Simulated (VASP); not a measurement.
# KBr in VASP: notebook, part 2 of 2

VASP 6.6.1. The steps go on from the part before.

**3. Single point, HSE06 (strain along [111] +2.3%)**

Input file POSCAR:

```
KBr
1.0
    0.0575374689      3.7458367599      3.7458367599
    3.7458367599      0.0575374689      3.7458367599
    3.7458367599      3.7458367599      0.0575374689
K Br
1 1
Direct
    0.0015938620      0.0015938620      0.0015938620
    0.2484061380      0.2484061380      0.2484061380
```

Input file INCAR.step1:

```
PREC = Accurate
ENCUT = 520
EDIFF = 1E-5
ISMEAR = 0
SIGMA = 0.01
LREAL = F
LASPH = T
NELM = 100
ALGO = Normal
ISIF = 2
LWAVE = T
LCHARG = F
GGA = PE
NBANDS = 15
```

Input file INCAR.step2:

```
PREC = Accurate
ENCUT = 520
EDIFF = 1E-7
ISMEAR = 0
SIGMA = 0.01
LREAL = F
LASPH = T
NELM = 100
ALGO = Normal
ISIF = 2
LWAVE = F
LCHARG = F
GGA = PE
LHFCALC = T
HFSCREEN = 0.2079
PRECFOCK = Normal
ISTART = 1
NBANDS = 15
```

Input file KPOINTS:

```
regular mesh
0
Gamma
  4 4 4
```

Potentials or basis: VASP PAW PBE potentials, release 64 (K_sv, Br).

On the command line:

```bash
$ cat potpaw_PBE.64/K_sv/POTCAR potpaw_PBE.64/Br/POTCAR > POTCAR
$ cp INCAR.step1 INCAR
$ mpirun -np 1 vasp_std > vasp.out
$ cp INCAR.step2 INCAR
$ mpirun -np 1 vasp_std > vasp.out
```

Wall time 21 min (1 thread of Intel Xeon Platinum 8488C (Sapphire Rapids), shared host); peak memory 0.35 GiB.

Results (log left out):

- Free energy: -6.9723 eV
- Pressure: -0.1 GPa
- Band gap on the k mesh: 5.33 eV, indirect (least direct gap 5.34 eV)

Forces on the atoms (eV/Å):
```
K    0.001  0.001  0.001
Br  -0.001 -0.001 -0.001
```

Levels at points of the mesh, in eV from the valence-band top:
```csv
k point,band 5,band 6,band 7,band 8,band 9,band 10,band 11,band 12
"(0.00, 0.00, 0.00)",-12.19,-0.05,-0.01,-0.01,5.33,10.01,10.01,10.86
"(0.50, 0.00, 0.00)",-11.98,-0.40,-0.03,-0.02,7.61,8.07,9.35,9.55
"(0.50, 0.50, 0.00)",-11.91,-0.44,-0.05,-0.03,7.14,8.32,10.09,10.80
"(0.50, 0.50, 0.50)",-11.97,-0.41,0.00,0.00,7.59,8.00,9.49,9.49
```

Caveat: the cell differs from its parent crystal (strain along [111] +2.3%); the PAW data sets were made with another functional, which shifts forces and pressure a little. A k mesh can miss the band edges.

**4. Single point, r2SCAN (strain along [111] +2.3%)**

POSCAR is that of step 3.

Input file INCAR.step1:

```
SYSTEM = KBr
PREC = Accurate
ENCUT = 520
ISMEAR = 0
SIGMA = 0.01
LREAL = .FALSE.
LASPH = .TRUE.
NELM = 100
NBANDS = 15
GGA = PE
ALGO = Normal
EDIFF = 1E-4
LWAVE = .TRUE.
LCHARG = .FALSE.
```

Input file INCAR.step2:

```
SYSTEM = KBr
PREC = Accurate
ENCUT = 520
EDIFF = 1E-6
ISMEAR = 0
SIGMA = 0.01
LREAL = .FALSE.
LASPH = .TRUE.
NELM = 100
ALGO = Normal
ISIF = 2
LWAVE = .FALSE.
LCHARG = .TRUE.
METAGGA = R2SCAN
LMIXTAU = .TRUE.
LELF = .TRUE.
LVHAR = .TRUE.
NBANDS = 15
ISTART = 1
```

Input file KPOINTS:

```
Automatic mesh
0
G
  6 6 6
  0 0 0
```

On the command line:

```bash
$ cat potpaw_PBE.64/K_sv/POTCAR potpaw_PBE.64/Br/POTCAR > POTCAR
$ cp INCAR.step1 INCAR
$ mpirun -np 1 vasp_std > vasp.out
$ cp INCAR.step2 INCAR
$ mpirun -np 1 vasp_std > vasp.out
```

Wall time 2.9 min (1 thread of Intel Xeon Platinum 8488C (Sapphire Rapids), shared host); peak memory 0.28 GiB.

Results (log left out):

| Property | Result |
| --- | --- |
| Free energy | -22.9655 eV |
| Pressure | -0.2 GPa |
| Largest force | 0.003 eV/Å |
| Band gap on the k mesh | 4.79 eV, indirect (least direct gap 4.81 eV) |

Forces on the atoms (eV/Å):
```
K    0.002  0.002  0.002
Br  -0.002 -0.002 -0.002
```

Levels at points of the mesh, in eV from the valence-band top:
```tsv
k point	band 6	band 7	band 8	band 9	band 10	band 11
(0.00, 0.00, 0.00)	-0.05	-0.02	-0.02	4.79	9.30	9.30
(0.50, 0.00, 0.00)	-0.38	-0.03	-0.01	7.11	7.42	8.72
(0.50, 0.50, 0.00)	-0.42	-0.05	-0.02	6.49	7.72	9.71
(0.50, 0.50, 0.50)	-0.39	0.00	0.00	7.07	7.36	8.86
```

Caveat: the cell differs from its parent crystal (strain along [111] +2.3%); the PAW data sets were made with another functional, which shifts forces and pressure a little.

**5. Single point, PBE (strain along [111] +2.3%)**

Input file INCAR:

```
SYSTEM = KBr
PREC     = Accurate       ! precision mode
ENCUT    = 520            ! plane-wave cutoff, eV
EDIFF    = 1E-7           ! SCF threshold, eV
ISMEAR   = -1             ! smearing method
SIGMA    = 0.02           ! smearing width, eV
LREAL    = .FALSE.        ! projectors in reciprocal space
LASPH    = .TRUE.         ! aspherical terms in the spheres
NELM     = 60             ! most SCF steps
ALGO     = Normal         ! electronic algorithm
ISIF     = 2              ! what is computed and relaxed
LWAVE    = .FALSE.        ! write WAVECAR
LCHARG   = .FALSE.        ! write CHGCAR
GGA      = PE             ! functional
NBANDS   = 15             ! bands
```

Input file KPOINTS:

```
regular mesh
0
G
  6 6 6
  0 0 0
```

POSCAR is that of step 4.

Potentials or basis: VASP PAW PBE potentials, release 64 (K_sv, Br).

On the command line:

```bash
$ cat potpaw_PBE.64/K_sv/POTCAR potpaw_PBE.64/Br/POTCAR > POTCAR
$ mpirun -np 1 vasp_std > vasp.out
```

OUTCAR:

```text
SYSTEM = KBr
   PREC = Accurate
   ENCUT = 520
   EDIFF = 1E-7
   ISMEAR = -1
   LREAL = .FALSE.
   LASPH = .TRUE.
   NELM = 60
   ISIF = 2
   GGA = PE

 ion  position               nearest neighbor table
   1  0.002  0.002  0.002-   2 3.22   2 3.22   2 3.22   2 3.23
   2  0.248  0.248  0.248-   1 3.22   1 3.22   1 3.22   1 3.23

  LATTYP: Found a trigonal (rhomboedric) cell.
 ALAT       =     5.2977256086
 COS(alpha) =     0.5152995879

  Lattice vectors:
[... 616 lines left out ...]

 [... further k-points ...]

------------------------ aborting loop because EDIFF is reached ----------------------------------------

  FORCE on cell =-STRESS in cart. coord.  units (eV):
  Direction    XX          YY          ZZ          XY          YZ          ZX
  --------------------------------------------------------------------------------------
  -------------------------------------------------------------------------------------
  Total        0.0291998      0.0291998      0.0291998     -0.0280144     -0.0280144     -0.0280144
  in kB        0.4555502      0.4555502      0.4555502     -0.4370565     -0.4370565     -0.4370565
  external PRESSURE =       0.4555502 kB  Pullay stress =       0.0000000 kB

 VOLUME and BASIS-vectors are now :
 -----------------------------------------------------------------------------
  energy-cutoff  :      520.00
  volume of cell :      102.70
      direct lattice vectors                 reciprocal lattice vectors
     0.057537469  3.745836760  3.745836760    -0.136597057  0.134530615  0.134530615
     3.745836760  0.057537469  3.745836760     0.134530615 -0.136597057  0.134530615
     3.745836760  3.745836760  0.057537469     0.134530615  0.134530615 -0.136597057

 POSITION                                       TOTAL-FORCE (eV/Angst)
 -----------------------------------------------------------------------------------
      0.01203      0.01203      0.01203         0.001744      0.001744      0.001744
      1.87527      1.87527      1.87527        -0.001744     -0.001744     -0.001744
 -----------------------------------------------------------------------------------
    total drift:                                0.000094      0.000094      0.000094

  FREE ENERGIE OF THE ION-ELECTRON SYSTEM (eV)
  ---------------------------------------------------
  free  energy   TOTEN  =        -6.0368111552 eV

  energy  without entropy=       -6.0368111551  energy(sigma->0) =       -6.03681116
```

stdout:

```text
POSCAR found type information on POSCAR K Br
 POSCAR found :  2 types and       2 ions
 scaLAPACK will be used
 LDA part: xc-table for (Slater+PW92), standard interpolation
 POSCAR, INCAR and KPOINTS ok, starting setup
 FFT: planning ... GRIDC
 FFT: planning ... GRID_SOFT
 FFT: planning ... GRID
 WAVECAR not read
 entering main loop
```

It took 72 s on 1 thread of Intel Xeon 8259CL, shared host; peak memory 0.26 GiB.

What came out:

| Property | Result |
| --- | --- |
| Free energy | -6.0368 eV |
| Pressure | 0.0 GPa |
| Largest force | 0.003 eV/Å |
| Band gap on the k mesh | 4.22 eV, indirect (least direct gap 4.24 eV) |

Forces on the atoms (eV/Å):
```
K    0.002  0.002  0.002
Br  -0.002 -0.002 -0.002
```

Caveat: the cell differs from its parent crystal (strain along [111] +2.3%). A k mesh can miss the band edges.

**6. Summary**

| level | cell | k mesh | smearing | grid for exact exchange (PRECFOCK) | screening parameter | gap on the mesh (eV) | pressure (GPa) |
| --- | --- | --- | --- | --- | --- | --- | --- |
| HSE06 | a = 5.216, b = 5.216, c = 5.134 Å, angles 60.5, 60.5, 61.0°, 2 atoms | 4 × 4 × 4 | gaussian 0.01 eV | Normal | 0.2079 1/Å | 5.37 | 0.2 |
| HSE06 | a = 5.298 Å, angles 59.0°, 2 atoms | 4 × 4 × 4 | gaussian 0.01 eV | Normal | 0.2079 1/Å | 5.33 | -0.1 |
| r2SCAN | a = 5.298 Å, angles 59.0°, 2 atoms | 6 × 6 × 6 | gaussian 0.01 eV | - | - | 4.79 | -0.2 |
| PBE | a = 5.298 Å, angles 59.0°, 2 atoms | 6 × 6 × 6 | fermi-dirac 0.02 eV | - | - | 4.22 | 0.0 |

Alike in all rows: task single point; potentials or basis VASP PAW PBE potentials, release 64 (K_sv, Br); no spin polarisation; cutoff (eV) 520.

Caveats: the PAW data sets were made with another functional, which shifts forces and pressure a little (some runs).

Absolute energies hang on the potentials; compare differences alone.
